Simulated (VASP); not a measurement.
# BiTe in VASP: relaxation of the atoms with PBE

Aim: the relaxation of the atoms of BiTe with PBE.

All numbers are computed with VASP 6.6.1; they aren't measurements. Logs are shortened: lines on timing, memory, paths and dates and some standing lists are left out, and cuts for length are marked.

### 1 The cell of the first run

The cell holds a slab with vacuum, 4 atoms: a = 4.598 Å, b = 4.598 Å, c = 17.251 Å, α = 90.00°, β = 90.00°, γ = 90.00°.

### 2 Relaxation of the atoms, PBE

INCAR

```
SYSTEM = BiTe
PREC = Accurate ; ENCUT = 520
EDIFF = 1E-6 ; ISMEAR = 0
SIGMA = 0.1 ; LREAL = .False.
LASPH = .True. ; NELM = 60
ALGO = Normal ; ISIF = 2
LWAVE = .False. ; LCHARG = .False.
LDIPOL = .True. ; IDIPOL = 3
DIPOL = 0.5 0.5 0.500 ; GGA = PE
IBRION = 2 ; NSW = 70
EDIFFG = -0.03
```

KPOINTS

```
regular mesh
0
Gamma
  6 6 1
  0 0 0
```

POSCAR

```
BiTe
1.0
    4.5978826485      0.0000000000      0.0000000000
    0.0000000000      4.5978826485      0.0000000000
    0.0000000000      0.0000000000     17.2511939999
Bi Te
2 2
Selective dynamics
Direct
    0.5000000000      0.5000000000      0.4057690152  F F F
    0.0000000000      0.0000000000      0.5942309848  T T T
    0.0000000000      0.0000000000      0.4057690152  F F F
    0.5000000000      0.5000000000      0.5942309848  T T T
```

Potentials or basis: VASP PAW PBE potentials, release 64 (Bi_d, Te).

Started as:

```bash
$ cat potpaw_PBE.64/Bi_d/POTCAR potpaw_PBE.64/Te/POTCAR > POTCAR
$ mpirun -np 1 vasp_std > vasp.out
```

OUTCAR:

```text
SYSTEM = BiTe
   PREC = Accurate
   ENCUT = 520
   EDIFF = 1E-6
   ISMEAR = 0
   LREAL = .False.
   LASPH = .True.
   NELM = 60
   ISIF = 2
   GGA = PE
   IBRION = 2
   NSW = 70
   EDIFFG = -0.03

 ion  position               nearest neighbor table
   1  0.500  0.500  0.406-   4 3.25   3 3.25   3 3.25   3 3.25   3 3.25
   2  0.000  0.000  0.594-   3 3.25   4 3.25   4 3.25   4 3.25   4 3.25
   3  0.000  0.000  0.406-   2 3.25   1 3.25   1 3.25   1 3.25   1 3.25
   4  0.500  0.500  0.594-   1 3.25   2 3.25   2 3.25   2 3.25   2 3.25

  LATTYP: Found a simple tetragonal cell.
 ALAT       =     4.5978826485
 C/A-ratio  =     3.7519865814

  Lattice vectors:

 A1 = (   4.5978826485,   0.0000000000,   0.0000000000)
 A2 = (   0.0000000000,   4.5978826485,   0.0000000000)
 A3 = (   0.0000000000,   0.0000000000,  17.2511939999)

Analysis of symmetry for initial positions (statically):
=====================================================================
 Subroutine PRICEL returns:
 Original cell was already a primitive cell.

 Routine SETGRP: Setting up the symmetry group for a
 simple tetragonal supercell.

 Subroutine GETGRP returns: Found 16 space group operations
 (whereof  8 operations were pure point group operations)
 out of a pool of 16 trial point group operations.

The static configuration has the point symmetry C_4v.
 The point group associated with its full space group is D_4h.

Analysis of symmetry for dynamics (positions and initial velocities):
=====================================================================
 Subroutine PRICEL returns:
 Original cell was already a primitive cell.

 Routine SETGRP: Setting up the symmetry group for a
 simple tetragonal supercell.

 Subroutine GETGRP returns: Found 16 space group operations
 (whereof  8 operations were pure point group operations)
 out of a pool of 16 trial point group operations.

The dynamic configuration has the point symmetry C_4v.
 The point group associated with its full space group is D_4h.

Analysis of constrained symmetry for selective dynamics:
=====================================================================
 Subroutine PRICEL returns:
 Original cell was already a primitive cell.

 Routine SETGRP: Setting up the symmetry group for a
 simple tetragonal supercell.

 Subroutine GETGRP returns: Found  8 space group operations
 (whereof  8 operations were pure point group operations)
 out of a pool of 16 trial point group operations.

The constrained configuration has the point symmetry C_4v.

 Subroutine INISYM returns: Found  8 space group operations
 (whereof  8 operations are pure point group operations),
 and found     1 'primitive' translations

----------------------------------------------------------------------------------------

                                     Primitive cell

  volume of cell :     364.6993

  direct lattice vectors                    reciprocal lattice vectors
     4.597882648  0.000000000  0.000000000     0.217491414  0.000000000  0.000000000
     0.000000000  4.597882648  0.000000000     0.000000000  0.217491414  0.000000000
     0.000000000  0.000000000 17.251194000     0.000000000  0.000000000  0.057967002

  length of vectors
     4.597882648  4.597882648 17.251194000     0.217491414  0.217491414  0.057967002

  position of ions in fractional coordinates (direct lattice)
     0.500000000  0.500000000  0.405769015
     0.000000000  0.000000000  0.594230985
     0.000000000  0.000000000  0.405769015
     0.500000000  0.500000000  0.594230985

  ion indices of the primitive-cell ions
   primitive index   ion index
                 1           1
                 2           2
                 3           3
                 4           4

[... 40 lines left out ...]
   total plane-waves  NPLWV = 165888
   dimension x,y,z NGX =    36 NGY =   36 NGZ =  128
   dimension x,y,z NGXF=    72 NGYF=   72 NGZF=  256
   ions per type =               2   2
   NGX,Y,Z   is equivalent  to a cutoff of  13.02, 13.02, 12.34 a.u.
   NGXF,Y,Z  is equivalent  to a cutoff of  26.03, 26.03, 24.67 a.u.
 SYSTEM =  BiTe
   PREC   = accura    normal or accurate (medium, high low for compatibility)
   ISTART =      0    job   : 0-new  1-cont  2-samecut
   ICHARG =      2    charge: 1-file 2-atom 10-const
   ISPIN  =      1    spin polarized calculation?
   LNONCOLLINEAR =      F non collinear calculations
   LSORBIT =      F    spin-orbit coupling
   LASPH  =      T    aspherical Exc in radial PAW
   ENCUT  =  520.0 eV  38.22 Ry    6.18 a.u.   8.55  8.55 32.08*2*pi/ulx,y,z
   NELM   =     60;   NELMIN=  2; NELMDL= -5     # of ELM steps
   EDIFF  = 0.1E-05   stopping-criterion for ELM
   LREAL  =      F    real-space projection
   EDIFFG = -.3E-01   stopping-criterion for IOM
   NSW    =     70    number of steps for IOM
   IBRION =      2    ionic relax: 0-MD 1-quasi-New 2-CG
   NFREE  =      1    steps in history (QN), initial steepest desc. (CG)
   ISIF   =      2    stress and relaxation
   ISYM   =      2    0-nonsym 1-usesym 2-fastsym
   POTIM  = 0.5000    time-step for ionic-motion
   TEBEG  =    0.0;   TEEND  =   0.0 temperature during run
   PSTRESS=    0.0 pullay stress
   NELECT =      42.0000    total number of electrons
   NUPDOWN=      -1.0000    fix difference up-down
   EMIN   =  10.00;   EMAX   =-10.00  energy-range for DOS
   EFERMI =   0.00;   METHOD = LEGACY
   ISMEAR =     0;   SIGMA  =   0.10  broadening in eV -4-tet -1-fermi 0-gaus
   EFERMI_NEDOS =   21; number of points for ismear=-14 and -15
   IALGO  =     38    algorithm
   IMIX   =      4    mixing-type and parameters
     AMIX     =   0.40;   BMIX     =  1.00
     AMIX_MAG =   1.60;   BMIX_MAG =  1.00
  volume/ion in A,a.u.               =      91.17       615.28
  Fermi-wavevector in a.u.,A,eV,Ry     =   0.796489  1.505145  8.631458  0.634394
  Thomas-Fermi vector in A             =   1.903022
   LORBIT       =      0    0 simple, 1 ext, 2 COOP (PROOUT), +10 PAW based schemes
   GGA     = PE    functional components
   LHFCALC =     F    Hartree Fock is set to
   AEXX    =    0.0000 exact exchange contribution
   IVDW    =     0    specifies the selected vdW correction
   LEPSILON=     F    determine dielectric tensor
   LRPA    =     F    only Hartree local field effects (RPA)
 conjugate gradient relaxation of ions
 non-spin polarized calculation
 Gauss-broadening in eV      SIGMA  =   0.10
  energy-cutoff  :      520.00
  volume of cell :      364.70
 maximum number of plane-waves:      9853
 NGX is ok and might be reduce to    36
   NGX = 17   NGY = 17   NGZ = 65

--------------------------------------- Ionic step        1  -------------------------------------------

 number of electron      42.0000009 magnetization

 Free energy of the ion-electron system (eV)
  ---------------------------------------------------
  ext. energy  EPLUGINS =         0.00000000
  ---------------------------------------------------
  free energy    TOTEN  =       -13.74923875 eV

  energy without entropy =      -13.72725249  energy(sigma->0) =      -13.73824562

------------------------ aborting loop because EDIFF is reached ----------------------------------------

  FORCE on cell =-STRESS in cart. coord.  units (eV):
  Direction    XX          YY          ZZ          XY          YZ          ZX
  --------------------------------------------------------------------------------------
  -------------------------------------------------------------------------------------
  Total       -1.8804678     -1.8804678     -2.5406887      0.0000000      0.0000000     -0.0000000
  in kB       -8.2611698     -8.2611698    -11.1616170      0.0000000      0.0000000     -0.0000000
  external PRESSURE =      -9.2279856 kB  Pullay stress =       0.0000000 kB
[... 63 lines left out ...]
--------------------------------------- Ionic step        3  -------------------------------------------

 number of electron      42.0000002 magnetization

 E-fermi :  -0.1074     XC(G=0):  -4.3184

 val. band max:       -0.1783063211   @ k =   0.1667   0.1667   0.0000
 cond. band min:      -0.1033870686   @ k =   0.3333   0.0000   0.0000
 fundamental gap:      0.0749192525
 Fermi energy:        -0.1073775180

 k-point     1 :       0.0000    0.0000    0.0000
  band No.  band energies     occupation
      1     -23.2816      2.00000
      2     -23.2796      2.00000
      3     -23.2782      2.00000
      4     -23.2701      2.00000
      5     -23.2701      2.00000
      6     -23.2664      2.00000
[... 300 lines left out ...]
  FREE ENERGIE OF THE ION-ELECTRON SYSTEM (eV)
  ---------------------------------------------------
  free  energy   TOTEN  =       -13.8110795896 eV

  energy  without entropy=      -13.7885555315  energy(sigma->0) =      -13.79981756

 dipolmoment           0.000000      0.000000      0.003836 electrons x Angstroem

 vacuum level on the upper side and lower side of the slab       (xc-potential included)        -0.040         0.024

[... ionic steps 4 to 7 ...]

--------------------------------------- Ionic step        8  -------------------------------------------

 number of electron      42.0000003 magnetization

------------------------ aborting loop because EDIFF is reached ----------------------------------------
[... 71 lines left out ...]
--------------------------------------- Ionic step       10  -------------------------------------------

 number of electron      42.0000006 magnetization

 dipolmoment           0.000000      0.000000     -0.001825 electrons x Angstroem

 Free energy of the ion-electron system (eV)
  ---------------------------------------------------
  ext. energy  EPLUGINS =         0.00000000
  ---------------------------------------------------
  free energy    TOTEN  =       -13.91762474 eV

  energy without entropy =      -13.91069641  energy(sigma->0) =      -13.91416058

 E-fermi :   0.1179     XC(G=0):  -4.2174

 val. band max:        0.0421234445   @ k =   0.3333   0.0000   0.0000
 cond. band min:       0.2980890076   @ k =   0.3333   0.0000   0.0000
 fundamental gap:      0.2559655630
 Fermi energy:         0.1179240885

 k-point     1 :       0.0000    0.0000    0.0000
  band No.  band energies     occupation
      1     -23.0705      2.00000
      2     -23.0549      2.00000
      3     -23.0333      2.00000
      4     -23.0333      2.00000
      5     -23.0235      2.00000
      6     -23.0235      2.00000
[... 269 lines left out ...]
     24       3.3649      0.00000
     25       3.6170      0.00000

------------------------ aborting loop because EDIFF is reached ----------------------------------------

 vacuum level on the upper side and lower side of the slab       (xc-potential included)        -0.190        -0.185

  FORCE on cell =-STRESS in cart. coord.  units (eV):
  Direction    XX          YY          ZZ          XY          YZ          ZX
  --------------------------------------------------------------------------------------
  -------------------------------------------------------------------------------------
  Total        0.6274517      0.6274517      0.0283835      0.0000000      0.0000000      0.0000000
  in kB        2.7564873      2.7564873      0.1246927      0.0000000      0.0000000      0.0000000
  external PRESSURE =       1.8792224 kB  Pullay stress =       0.0000000 kB
[... 19 lines left out ...]
  FREE ENERGIE OF THE ION-ELECTRON SYSTEM (eV)
  ---------------------------------------------------
  free  energy   TOTEN  =       -13.9176247418 eV

  energy  without entropy=      -13.9106964105  energy(sigma->0) =      -13.91416058

 reached required accuracy - stopping structural energy minimisation

 vacuum level on the upper side and lower side of the slab         3.730         3.729
```

It took 11 min on 1 thread of Intel Xeon Platinum 8488C (Sapphire Rapids), shared host; peak memory 0.48 GiB.

Results:

| Property | Result |
| --- | --- |
| Free energy | -13.9176 eV |
| Energy gained by relaxing | 42.1 meV/atom |
| Ionic steps | 10 |
| Band gap on the k mesh | zero (bands 21 and 22 overlap by 1.66 eV) |

The path:
```csv
step,energy change (eV),largest force on free atoms (eV/Å),pressure (GPa)
1,0.0000,0.5233,-0.92
2,-0.0160,0.5080,-0.86
3,-0.0618,0.4411,-0.67
4,-0.1314,0.4023,-0.24
5,0.0918,2.3383,1.04
6,-0.1388,0.4155,-0.14
7,-0.1414,0.4111,-0.01
8,-0.1596,0.3135,0.24
9,-0.1599,0.3235,0.28
10,-0.1684,0.0159,0.19
```

Final structure:
```xyz
4
Lattice="4.5979 0.0000 0.0000 0.0000 4.5979 0.0000 0.0000 0.0000 17.2512" Properties=species:S:1:pos:R:3 pbc="T T T"
Bi    2.2989    2.2989    7.0000
Bi    0.0000    0.0000    9.9867
Te    0.0000    0.0000    7.0000
Te    2.2989    2.2989    9.9494
```

Caveat: spin-orbit coupling is left out, which moves the levels of the heavy elements.
